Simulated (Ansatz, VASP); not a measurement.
**One calculation of SnSe2, two programs**

```xyz
3
Lattice="3.8717 0.0000 0.0000 -1.9358 3.3530 0.0000 0.0000 0.0000 7.1105" Properties=species:S:1:pos:R:3 pbc="T T T"
Sn    0.0000    0.0000    0.0000
Se    1.9358    1.1177    5.4841
Se    0.0000    2.2353    1.6265
```

Change from the starting cell: strain along c alone, the other axes held, atoms relaxed: +2.0 %.

Alike in both runs: task relaxation of the atoms; functional PBE; k mesh 12 × 12 × 4; occupations gaussian, width 0.02 eV; no spin polarisation.

```csv
,VASP,Ansatz
version,VASP 6.6.1,Ansatz 0.2.0
potentials or method,"VASP PAW PBE potentials, release 64 (Sn_d, Se), cutoff 520 eV","scalar-relativistic, plane waves, PAW"
valence electrons in the cell,26,46
```

VASP gave:

```
gap on the k mesh at the Fermi level, each at its own relaxed structure (eV) : 0.70
```

Q: Which values does Ansatz return?

A: gap on the k mesh at the Fermi level, each at its own relaxed structure (eV): 0.71.

VASP's potentials hold 26 valence electrons a cell and Ansatz's 46, so a difference there can come from the potentials and not from the codes. Ansatz's warnings: stress scf threshold loose.
